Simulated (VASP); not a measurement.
Set up this calculation in VASP 6.6.1, as the native input.

| Quantity | Value |
| --- | --- |
| Task | single point |
| Functional | PBE |
| Dispersion | D3(BJ) |
| Potentials or basis | VASP PAW PBE potentials, release 64 (C, F, H) |
| Cutoff | 520 eV |
| k mesh | 2 × 3 × 1 |
| Occupations | gaussian, width 0.05 eV |
| Spin | no spin polarisation |
| Dipole correction | yes |
| Further INCAR settings | ALGO = Normal; EDIFF = 1e-06; NBANDS = 15 |

The structure of CFH3 lies in POSCAR:

```
H3CF
1.0
    7.1741418983      0.0000000000      0.0000000000
    0.0000000000      5.0728843854      0.0000000000
    0.0000000000      0.0000000000     25.1319064237
C F H
1 1 3
Direct
    0.9990126273      0.6309484644      0.6300793551
    0.9978517780      0.9122600479      0.6190012918
    0.9985268123      0.6139771074      0.6734783366
    0.8732424882      0.5501961795      0.6113804966
    1.1258792479      0.5524752750      0.6116037842
```

The input as run:

INCAR

```
SYSTEM = H3CF
ALGO = Normal ; DIPOL = 0.5 0.5 0.629
EDIFF = 1E-6 ; ENCUT = 520
GGA = PE ; IDIPOL = 3
ISIF = 2 ; ISMEAR = 0
IVDW = 12 ; LASPH = .TRUE.
LCHARG = .TRUE. ; LDIPOL = .TRUE.
LELF = .TRUE. ; LREAL = .FALSE.
LVACPOTAV = .TRUE. ; LVHAR = .TRUE.
LWAVE = .FALSE. ; NBANDS = 15
NELM = 100 ; PREC = Accurate
SIGMA = 0.05
```

KPOINTS

```
k-points
0
G
  2 3 1
  0 0 0
```

Potentials or basis: VASP PAW PBE potentials, release 64 (C, F, H).

Launch:

```console
$ cat potpaw_PBE.64/C/POTCAR potpaw_PBE.64/F/POTCAR potpaw_PBE.64/H/POTCAR > POTCAR
$ mpirun -np 1 vasp_std > vasp.out
```

It gave:

```
Largest force                          : 1.285 eV/Å
Gap between the frontier levels        : 7.00 eV
Dispersion energy per atom             : -0.009 eV
Ionisation potential of the upper face : 7.77 eV
```

Caveat: the k points lie up to 0.44 Å⁻¹ apart.

Wall time 100 s on 1 thread of Intel(R) Xeon(R) Platinum 8488C (Sapphire Rapids) (shared host), peak memory 0.83 GiB.
